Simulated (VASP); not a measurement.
# P in VASP: further runs

The runs below take P through relaxation of the atoms, single point, with PBEsol, LDA.

All numbers are computed with VASP 6.6.1; they aren't measurements. Logs are shortened: lines on timing, memory, paths and dates and some standing lists are left out, and cuts for length are marked.

### 1 The cell of the first run

The cell holds a slab with vacuum, 4 atoms: a = 3.415 Å, b = 36.251 Å, c = 4.632 Å, α = 90.00°, β = 90.00°, γ = 90.00°.

### 2 Relaxation of the atoms, PBEsol

Contents of INCAR:

```
SYSTEM = P
PREC = Accurate ; ENCUT = 520
EDIFF = 1E-7 ; ISMEAR = -1
SIGMA = 0.05 ; LREAL = .FALSE.
LASPH = .TRUE. ; NELM = 80
ALGO = Normal ; ISIF = 2
LWAVE = .FALSE. ; LCHARG = .FALSE.
GGA = PS ; IBRION = 2
NSW = 60 ; EDIFFG = -0.01
```

Contents of KPOINTS:

```
Automatic mesh
0
G
  7 1 5
  0 0 0
```

Contents of POSCAR:

```
P
1.0
    3.4150768288      0.0000000000      0.0000000000
    0.0000000000     36.2513122296      0.0000000000
    0.0000000000      0.0000000000      4.6320847100
P
4
Direct
    0.5000000000      0.9702614300      0.9078492800
    0.5000000000      0.0297385700      0.0921507200
    0.0000000000      0.0297385700      0.4078492800
    0.0000000000      0.9702614300      0.5921507200
```

Potentials or basis: VASP PAW PBE potentials, release 64 (P).

The run is started by

```console
cat potpaw_PBE.64/P/POTCAR > POTCAR
mpirun -np 1 vasp_std > vasp.out
```

OUTCAR:

```text
SYSTEM = P
   PREC = Accurate
   ENCUT = 520
   EDIFF = 1E-7
   ISMEAR = -1
   LREAL = .FALSE.
   LASPH = .TRUE.
   NELM = 80
   ISIF = 2
   GGA = PS
   IBRION = 2
   NSW = 60
   EDIFFG = -0.01

 ion  position               nearest neighbor table
   1  0.500  0.970  0.908-   4 2.25   4 2.25   2 2.32
   2  0.500  0.030  0.092-   3 2.25   3 2.25   1 2.32
   3  0.000  0.030  0.408-   2 2.25   2 2.25   4 2.32
   4  0.000  0.970  0.592-   1 2.25   1 2.25   3 2.32

  LATTYP: Found a simple orthorhombic cell.
 ALAT       =     3.4150768288
 B/A-ratio  =     1.3563632510
 C/A-ratio  =    10.6150795566

  Lattice vectors:

 A1 = (  -3.4150768288,   0.0000000000,   0.0000000000)
 A2 = (   0.0000000000,   0.0000000000,   4.6320847100)
 A3 = (   0.0000000000,  36.2513122296,   0.0000000000)

Analysis of symmetry for initial positions (statically):
=====================================================================
 Subroutine PRICEL returns:
 Original cell was already a primitive cell.

 Routine SETGRP: Setting up the symmetry group for a
 simple orthorhombic supercell.

 Subroutine GETGRP returns: Found  8 space group operations
 (whereof  4 operations were pure point group operations)
 out of a pool of  8 trial point group operations.

The static configuration has the point symmetry C_2h.
 The point group associated with its full space group is D_2h.

Analysis of symmetry for dynamics (positions and initial velocities):
=====================================================================
 Subroutine PRICEL returns:
 Original cell was already a primitive cell.

 Routine SETGRP: Setting up the symmetry group for a
 simple orthorhombic supercell.

 Subroutine GETGRP returns: Found  8 space group operations
 (whereof  4 operations were pure point group operations)
 out of a pool of  8 trial point group operations.

The dynamic configuration has the point symmetry C_2h.
 The point group associated with its full space group is D_2h.

 Subroutine INISYM returns: Found  8 space group operations
 (whereof  4 operations are pure point group operations),
 and found     1 'primitive' translations

----------------------------------------------------------------------------------------

                                     Primitive cell

  volume of cell :     573.4568

  direct lattice vectors                    reciprocal lattice vectors
     3.415076829  0.000000000  0.000000000     0.292819181  0.000000000  0.000000000
     0.000000000 36.251312230  0.000000000     0.000000000  0.027585208  0.000000000
     0.000000000  0.000000000  4.632084710     0.000000000  0.000000000  0.215885516

  length of vectors
     3.415076829 36.251312230  4.632084710     0.292819181  0.027585208  0.215885516

  position of ions in fractional coordinates (direct lattice)
     0.500000000  0.970261430  0.907849280
     0.500000000  0.029738570  0.092150720
     0.000000000  0.029738570  0.407849280
     0.000000000  0.970261430  0.592150720

  ion indices of the primitive-cell ions
   primitive index   ion index
                 1           1
                 2           2
                 3           3
                 4           4

----------------------------------------------------------------------------------------

 KPOINTS: Automatic mesh

Automatic generation of k-mesh.
 Grid dimensions read from file:
 generate k-points for:    7    1    5

 Generating k-lattice:

  Cartesian coordinates                     Fractional coordinates (reciprocal lattice)
     0.041831312  0.000000000  0.000000000     0.142857143  0.000000000  0.000000000
     0.000000000  0.027585208  0.000000000     0.000000000  1.000000000  0.000000000
     0.000000000  0.000000000  0.043177103     0.000000000  0.000000000  0.200000000

  Length of vectors
     0.041831312  0.027585208  0.043177103

  Shift w.r.t. Gamma in fractional coordinates (k-lattice)
     0.000000000  0.000000000  0.000000000

 Subroutine IBZKPT returns following result:
 ===========================================

 Found     12 irreducible k-points:

 Following reciprocal coordinates:
            Coordinates               Weight
  0.000000  0.000000  0.000000      1.000000
  0.142857  0.000000  0.000000      2.000000
  0.285714  0.000000  0.000000      2.000000
  0.428571  0.000000  0.000000      2.000000
  0.000000  0.000000  0.200000      2.000000
  0.142857  0.000000  0.200000      4.000000
  0.285714  0.000000  0.200000      4.000000
  0.428571  0.000000  0.200000      4.000000
  0.000000  0.000000  0.400000      2.000000
  0.142857  0.000000  0.400000      4.000000
  0.285714  0.000000  0.400000      4.000000
  0.428571  0.000000  0.400000      4.000000
   k-points           NKPTS =     12   k-points in BZ     NKDIM =     12   number of bands    NBANDS=     14
   number of dos      NEDOS =    301   number of ions     NIONS =      4
   total plane-waves  NPLWV = 272160
   dimension x,y,z NGX =    28 NGY =  270 NGZ =   36
   dimension x,y,z NGXF=    56 NGYF=  540 NGZF=   72
   ions per type =               4
   NGX,Y,Z   is equivalent  to a cutoff of  13.63, 12.38, 12.92 a.u.
   NGXF,Y,Z  is equivalent  to a cutoff of  27.26, 24.76, 25.84 a.u.
 SYSTEM =  P
   PREC   = accura    normal or accurate (medium, high low for compatibility)
   ISTART =      0    job   : 0-new  1-cont  2-samecut
   ICHARG =      2    charge: 1-file 2-atom 10-const
   ISPIN  =      1    spin polarized calculation?
   LNONCOLLINEAR =      F non collinear calculations
   LSORBIT =      F    spin-orbit coupling
   LASPH  =      T    aspherical Exc in radial PAW
   ENCUT  =  520.0 eV  38.22 Ry    6.18 a.u.   6.35 67.40  8.61*2*pi/ulx,y,z
   NELM   =     80;   NELMIN=  2; NELMDL= -5     # of ELM steps
   EDIFF  = 0.1E-06   stopping-criterion for ELM
   LREAL  =      F    real-space projection
   EDIFFG = -.1E-01   stopping-criterion for IOM
   NSW    =     60    number of steps for IOM
   IBRION =      2    ionic relax: 0-MD 1-quasi-New 2-CG
   NFREE  =      1    steps in history (QN), initial steepest desc. (CG)
   ISIF   =      2    stress and relaxation
   ISYM   =      2    0-nonsym 1-usesym 2-fastsym
   POTIM  = 0.5000    time-step for ionic-motion
   TEBEG  =    0.0;   TEEND  =   0.0 temperature during run
   PSTRESS=    0.0 pullay stress
   NELECT =      20.0000    total number of electrons
   NUPDOWN=      -1.0000    fix difference up-down
   EMIN   =  10.00;   EMAX   =-10.00  energy-range for DOS
   EFERMI =   0.00;   METHOD = LEGACY
   ISMEAR =    -1;   SIGMA  =   0.05  broadening in eV -4-tet -1-fermi 0-gaus
   EFERMI_NEDOS =   21; number of points for ismear=-14 and -15
   IALGO  =     38    algorithm
   IMIX   =      4    mixing-type and parameters
     AMIX     =   0.40;   BMIX     =  1.00
     AMIX_MAG =   1.60;   BMIX_MAG =  1.00
  volume/ion in A,a.u.               =     143.36       967.47
  Fermi-wavevector in a.u.,A,eV,Ry     =   0.534874  1.010765  3.892489  0.286090
  Thomas-Fermi vector in A             =   1.559479
   LORBIT       =      0    0 simple, 1 ext, 2 COOP (PROOUT), +10 PAW based schemes
   GGA     = PS    functional components
   LHFCALC =     F    Hartree Fock is set to
   AEXX    =    0.0000 exact exchange contribution
   IVDW    =     0    specifies the selected vdW correction
   LEPSILON=     F    determine dielectric tensor
   LRPA    =     F    only Hartree local field effects (RPA)
 conjugate gradient relaxation of ions
 non-spin polarized calculation
  energy-cutoff  :      520.00
  volume of cell :      573.46
 maximum number of plane-waves:     15513
 NGX is ok and might be reduce to    28
   NGX = 13   NGY =135   NGZ = 17

--------------------------------------- Ionic step        1  -------------------------------------------

 number of electron      19.9999996 magnetization

 Free energy of the ion-electron system (eV)
  ---------------------------------------------------
  ext. energy  EPLUGINS =         0.00000000
  ---------------------------------------------------
  free energy    TOTEN  =       -22.66619217 eV

  energy without entropy =      -22.66615995  energy(sigma->0) =      -22.66617606

------------------------ aborting loop because EDIFF is reached ----------------------------------------

  FORCE on cell =-STRESS in cart. coord.  units (eV):
  Direction    XX          YY          ZZ          XY          YZ          ZX
  --------------------------------------------------------------------------------------
  -------------------------------------------------------------------------------------
  Total       -4.4035291     -2.4848095     -1.7035656      0.0000000      0.0000000      0.0000000
  in kB      -12.3029923     -6.9422936     -4.7595812      0.0000000      0.0000000      0.0000000
  external PRESSURE =      -8.0016224 kB  Pullay stress =       0.0000000 kB
[... 137 lines left out ...]
  energy  without entropy=      -22.7176559995  energy(sigma->0) =      -22.71765696

--------------------------------------- Ionic step        5  -------------------------------------------

 number of electron      20.0000004 magnetization

 Free energy of the ion-electron system (eV)
  ---------------------------------------------------
  ext. energy  EPLUGINS =         0.00000000
  ---------------------------------------------------
  free energy    TOTEN  =       -22.71779862 eV

  energy without entropy =      -22.71779655  energy(sigma->0) =      -22.71779759

 E-fermi :  -3.0701     XC(G=0):  -1.6646

 val. band max:       -3.6012813884   @ k =   0.0000   0.0000   0.0000
 cond. band min:      -2.5096955087   @ k =   0.0000   0.0000   0.0000
 fundamental gap:      1.0915858797
 Fermi energy:        -3.0701265919

 k-point     1 :       0.0000    0.0000    0.0000
  band No.  band energies     occupation
      1     -18.4053      2.00000
      2     -15.8199      2.00000
      3     -12.8827      2.00000
      4      -9.1338      2.00000
      5      -8.2258      2.00000
      6      -7.9887      2.00000
      7      -7.3359      2.00000
      8      -5.6560      2.00000
      9      -5.0304      2.00000
     10      -3.6013      1.99995
     11      -2.5097      0.00003
     12      -2.4484      0.00001
     13      -1.5478      0.00000
     14      -0.7357      0.00000
[... 216 lines left out ...]
  FREE ENERGIE OF THE ION-ELECTRON SYSTEM (eV)
  ---------------------------------------------------
  free  energy   TOTEN  =       -22.7177986175 eV

  energy  without entropy=      -22.7177965537  energy(sigma->0) =      -22.71779759

 reached required accuracy - stopping structural energy minimisation
```

Wall time 9.6 min (1 thread of Intel Xeon Platinum 8488C (Sapphire Rapids), shared host); peak memory 0.65 GiB.

Results:

* Free energy: -22.7178 eV
* Energy gained by relaxing: 12.9 meV/atom
* Ionic steps: 5
* Largest force after relaxing: 0.009 eV/Å
* Band gap on the k mesh: 1.09 eV

Forces in eV/Å, atoms in the order of the input:
```
P    0.000 -0.008 -0.006
P    0.000  0.008  0.006
P    0.000  0.008 -0.006
P    0.000 -0.008  0.006
```

Step by step:
```
step  energy change (eV)  largest force (eV/Å)  pressure (GPa)
   1              0.0000                0.6072           -0.80
   2             -0.0456                0.1988           -0.67
   3             -0.0482                0.1637           -0.62
   4             -0.0515                0.0358           -0.56
   5             -0.0516                0.0094           -0.54
```

Final structure:
```
CELL_PARAMETERS angstrom
3.41508 0.00000 0.00000
0.00000 36.25131 0.00000
0.00000 0.00000 4.63208
ATOMIC_POSITIONS crystal
P 0.50000 0.97141 0.90862
P 0.50000 0.02859 0.09138
P 0.00000 0.02859 0.40862
P 0.00000 0.97141 0.59138
```

Caveat: there is no dipole correction, which matters where the two faces differ; the PAW data sets were made with another functional, which shifts forces and pressure a little.

### 3 Single point, PBEsol

This run uses another cell than the first one.

Contents of INCAR:

```
SYSTEM = P
PREC = Accurate
ENCUT = 520
EDIFF = 1E-6
ISMEAR = -1
SIGMA = 0.05
LREAL = .False.
LASPH = .True.
NELM = 100
ALGO = Normal
ISIF = 2
LWAVE = .False.
LCHARG = .False.
GGA = PS
NBANDS = 18
```

Contents of KPOINTS:

```
Automatic mesh
0
Gamma
  8 1 6
  0 0 0
```

Contents of POSCAR:

```
P
1.0
    3.3269396191      0.0000000000      0.0000000000
    0.0000000000     35.3157287368      0.0000000000
    0.0000000000      0.0000000000      4.6930401832
P
4
Direct
    0.5000000000      0.9702614300      0.9078492800
    0.5000000000      0.0297385700      0.0921507200
    0.0000000000      0.0297385700      0.4078492800
    0.0000000000      0.9702614300      0.5921507200
```

Potentials or basis: VASP PAW PBE potentials, release 64 (P).

The run is started by

```console
cat potpaw_PBE.64/P/POTCAR > POTCAR
mpirun -np 1 vasp_std > vasp.out
```

Wall time 2.8 min (1 thread of Intel Xeon 6975P-C (Granite Rapids), shared host); peak memory 0.61 GiB.

Results (log left out):

```
Free energy            : -22.7813 eV
Largest force          : 0.208 eV/Å
Band gap on the k mesh : 0.92 eV
```

Forces in eV/Å, atoms in the order of the input:
```
P    0.000  0.204  0.041
P    0.000 -0.204 -0.041
P    0.000 -0.204  0.041
P    0.000  0.204 -0.041
```

Levels at points of the mesh, in eV from the valence-band top:
| k point | band 6 | band 7 | band 8 | band 9 | band 10 | band 11 | band 12 | band 13 | band 14 | band 15 |
| --- | --- | --- | --- | --- | --- | --- | --- | --- | --- | --- |
| (0.00, 0.00, 0.00) | -4.42 | -3.37 | -1.84 | -1.57 | 0.00 | 0.92 | 1.47 | 2.47 | 3.19 | 4.47 |
| (0.50, 0.00, 0.00) | -4.97 | -2.70 | -2.70 | -1.95 | -1.95 | 1.15 | 1.15 | 2.21 | 2.21 | 3.73 |
| (0.00, 0.00, 0.50) | -2.86 | -2.61 | -2.61 | -1.37 | -1.37 | 1.92 | 1.92 | 3.63 | 3.63 | 3.64 |
| (0.50, 0.00, 0.50) | -4.91 | -4.50 | -4.50 | -1.07 | -1.07 | 2.28 | 2.28 | 3.68 | 3.68 | 5.14 |

Caveat: there is no dipole correction, which matters where the two faces differ; the PAW data sets were made with another functional, which shifts forces and pressure a little.

### 4 Single point, LDA (140.50 Å³/atom)

This run uses another cell than the first one.

Contents of INCAR:

```
SYSTEM = P
PREC     = Accurate       ! precision mode
ENCUT    = 520            ! plane-wave cutoff, eV
EDIFF    = 1E-6           ! SCF threshold, eV
ISMEAR   = -1             ! smearing method
SIGMA    = 0.05           ! smearing width, eV
LREAL    = .False.        ! projectors in reciprocal space
LASPH    = .True.         ! aspherical terms in the spheres
NELM     = 60             ! most SCF steps
ALGO     = Normal         ! electronic algorithm
ISIF     = 2              ! what is computed and relaxed
LWAVE    = .False.        ! write WAVECAR
LCHARG   = .True.         ! write CHGCAR
GGA      = CA             ! functional
LELF     = .True.         ! ELF
LVHAR    = .True.       
NBANDS   = 18             ! bands
```

Contents of KPOINTS:

```
regular mesh
0
Gamma
  8 1 6
  0 0 0
```

Contents of POSCAR:

```
P
1.0
    3.3481308887      0.0000000000      0.0000000000
    0.0000000000     35.5406757490      0.0000000000
    0.0000000000      0.0000000000      4.7229329649
P
4
Direct
    0.5000000000      0.9702614300      0.9078492800
    0.5000000000      0.0297385700      0.0921507200
    0.0000000000      0.0297385700      0.4078492800
    0.0000000000      0.9702614300      0.5921507200
```

Potentials or basis: VASP PAW LDA potentials, release 64 (P).

The run is started by

```console
cat potpaw_LDA.64/P/POTCAR > POTCAR
mpirun -np 1 vasp_std > vasp.out
```

OUTCAR:

```text
SYSTEM = P
   PREC = Accurate
   ENCUT = 520
   EDIFF = 1E-6
   ISMEAR = -1
   LREAL = .False.
   LASPH = .True.
   NELM = 60
   ISIF = 2
   GGA = CA

 ion  position               nearest neighbor table
   1  0.500  0.970  0.908-   4 2.24   4 2.24   2 2.29
   2  0.500  0.030  0.092-   3 2.24   3 2.24   1 2.29
   3  0.000  0.030  0.408-   2 2.24   2 2.24   4 2.29
   4  0.000  0.970  0.592-   1 2.24   1 2.24   3 2.29

  LATTYP: Found a simple orthorhombic cell.
 ALAT       =     3.3481308887
[... 613 lines left out ...]
  FORCE on cell =-STRESS in cart. coord.  units (eV):
  Direction    XX          YY          ZZ          XY          YZ          ZX
  --------------------------------------------------------------------------------------
  -------------------------------------------------------------------------------------
  Total       -4.0415866     -1.7468668     -3.0184851      0.0000000      0.0000000      0.0000000
  in kB      -11.5218596     -4.9800129     -8.6051753      0.0000000      0.0000000      0.0000000
  external PRESSURE =      -8.3690160 kB  Pullay stress =       0.0000000 kB

 VOLUME and BASIS-vectors are now :
 -----------------------------------------------------------------------------
  energy-cutoff  :      520.00
  volume of cell :      562.00
      direct lattice vectors                 reciprocal lattice vectors
     3.348130889  0.000000000  0.000000000     0.298674106  0.000000000  0.000000000
     0.000000000 35.540675749  0.000000000     0.000000000  0.028136775  0.000000000
     0.000000000  0.000000000  4.722932965     0.000000000  0.000000000  0.211732838

 POSITION                                       TOTAL-FORCE (eV/Angst)
 -----------------------------------------------------------------------------------
      1.67407     34.48375      4.28771         0.000000      0.409754     -0.152395
      1.67407      1.05693      0.43522         0.000000     -0.409754      0.152395
      0.00000      1.05693      1.92624         0.000000     -0.409754     -0.152395
      0.00000     34.48375      2.79669         0.000000      0.409754      0.152395
 -----------------------------------------------------------------------------------
    total drift:                               -0.000000      0.000000      0.000000

  FREE ENERGIE OF THE ION-ELECTRON SYSTEM (eV)
  ---------------------------------------------------
  free  energy   TOTEN  =       -23.5987482178 eV

  energy  without entropy=      -23.5987402903  energy(sigma->0) =      -23.59874425
```

It took 3.1 min on 1 thread of Intel Xeon 6975P-C (Granite Rapids), shared host; peak memory 0.49 GiB.

What came out:

```yaml
Free_energy: -23.5987 eV
Largest_force: 0.437 eV/Å
Band_gap_on_the_k_mesh: 0.89 eV
```

Forces in eV/Å, atoms in the order of the input:
```
P    0.000  0.410 -0.152
P    0.000 -0.410  0.152
P    0.000 -0.410 -0.152
P    0.000  0.410  0.152
```

Caveat: there is no dipole correction, which matters where the two faces differ.

### 5 Single point, LDA

This run uses another cell than the first one.

Contents of INCAR:

```
SYSTEM = P
PREC = Accurate ; ENCUT = 520
EDIFF = 1E-6 ; ISMEAR = -1
SIGMA = 0.05 ; LREAL = .False.
LASPH = .True. ; NELM = 80
ALGO = Normal ; ISIF = 2
LWAVE = .False. ; LCHARG = .True.
LELF = .True. ; LVHAR = .True.
NBANDS = 18
```

Contents of KPOINTS:

```
Automatic mesh
0
Gamma
  8 1 6
  0 0 0
```

POSCAR is that of step 4.

The run is started by

```console
cat potpaw_LDA.64/P/POTCAR > POTCAR
mpirun -np 1 vasp_std > vasp.out
```

Run time: 3.3 min. Hardware: 1 thread of Intel Xeon 6975P-C (Granite Rapids), shared host; peak memory 0.49 GiB.

It converged, with:

```
Free energy            : -23.5987 eV
Largest force          : 0.437 eV/Å
Band gap on the k mesh : 0.89 eV
```

Forces on the atoms (eV/Å):
```
P    0.000  0.410 -0.152
P    0.000 -0.410  0.152
P    0.000 -0.410 -0.152
P    0.000  0.410  0.152
```

Levels at points of the mesh, in eV from the valence-band top:
```tsv
k point	band 7	band 8	band 9	band 10	band 11	band 12	band 13	band 14
(0.00, 0.00, 0.00)	-3.32	-1.83	-1.56	0.00	0.89	1.46	2.37	3.11
(0.50, 0.00, 0.00)	-2.65	-2.65	-1.90	-1.90	1.11	1.11	2.17	2.17
(0.00, 0.00, 0.50)	-2.58	-2.58	-1.35	-1.35	1.83	1.83	3.53	3.53
(0.50, 0.00, 0.50)	-4.42	-4.42	-1.05	-1.05	2.23	2.23	3.61	3.61
```

Caveat: there is no dipole correction, which matters where the two faces differ.

### 6 Summary

```csv
task,level,potentials or basis,cell,k mesh,gap on the mesh (eV),largest force (eV/Å)
relaxation of the atoms,PBEsol,"VASP PAW PBE potentials, release 64 (P)","atoms relaxed from a = 3.415, b = 36.251, c = 4.632 Å, 4 atoms",7 × 1 × 5,1.09,0.01
single point,PBEsol,"VASP PAW PBE potentials, release 64 (P)","a = 3.327, b = 35.316, c = 4.693 Å, 4 atoms",8 × 1 × 6,0.92,0.21
single point,LDA,"VASP PAW LDA potentials, release 64 (P)","a = 3.348, b = 35.541, c = 4.723 Å, 4 atoms",8 × 1 × 6,0.89,0.44
```

Alike in all rows: no spin polarisation; cutoff (eV) 520; smearing fermi-dirac 0.05 eV.

Caveats: there is no dipole correction, which matters where the two faces differ; the PAW data sets were made with another functional, which shifts forces and pressure a little (at least some runs).

Absolute energies hang on the potentials; compare differences alone.
